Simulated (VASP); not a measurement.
# Bi: single point with PBEsol

The system is Bi.

```
CELL_PARAMETERS angstrom
0.00000 3.43380 3.43380
3.43380 0.00000 3.43380
3.43380 3.43380 0.00000
ATOMIC_POSITIONS crystal
Bi 0.87500 0.87500 0.87500
Bi 0.12500 0.12500 0.12500
```

This cell differs from its parent crystal: volume scaled by 0.88.

- Program: VASP 6.6.1
- Task: single point
- Functional: PBEsol
- Potentials or basis: VASP PAW PBE potentials, release 64 (Bi_d)
- Cutoff: 520 eV
- k mesh: 11 × 11 × 11
- Occupations: fermi-dirac, width 0.08 eV
- Spin: no spin polarisation

* Pressure: 5.4 GPa
* Band gap on the k mesh: zero (band 15 reaches 5.40 eV, above the bottom of band 16 at 4.50 eV)

Levels at points of the mesh, in eV from the Fermi level:
```csv
k point,band 13,band 14,band 15,band 16,band 17,band 18
"(0.00, 0.00, 0.00)",-1.41,-1.41,-1.41,0.92,0.92,0.92
```

Run time: 110 s on 1 thread of Intel(R) Xeon(R) Platinum 8259CL CPU @ 2.50GHz (Skylake/Cascade Lake), with other jobs on the host, peak memory 0.23 GiB.

Caveat: the PAW data sets were made with another functional, which shifts forces and pressure a little; spin-orbit coupling is left out, which moves the levels of the heavy elements.
